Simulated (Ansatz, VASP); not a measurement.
## One calculation of SnO2, two programs

```xyz
3
Lattice="0.0000 2.5741 2.5741 2.5741 0.0000 2.5741 2.5741 2.5741 0.0000" Properties=species:S:1:pos:R:3 pbc="T T T"
Sn    0.0000    0.0000    0.0000
O     3.8612    3.8612    3.8612
O     1.2871    1.2871    1.2871
```

Alike in both runs: task single point; functional PBE; k mesh 9 × 9 × 9; occupations gaussian, width 0.011 eV; no spin polarisation.

|  | VASP | Ansatz |
| --- | --- | --- |
| version | VASP 6.6.1 | Ansatz 0.2.0 |
| potentials or method | VASP PAW PBE potentials, release 64 (Sn_d, O) | Ansatz PAW |
| plane-wave cutoff (eV) | 520 | 420 |
| valence electrons in the cell | 26 | 26 |

Ansatz gave:

```
gap on the k mesh at the Fermi level (eV) : none
pressure (GPa)                            : -0.5
```

**Question.** What did VASP give for the same quantities?

**Answer.** gap on the k mesh at the Fermi level (eV): none; pressure (GPa): 0.1.

A gap of «none» marks a metal or a gap that the smearing closes.
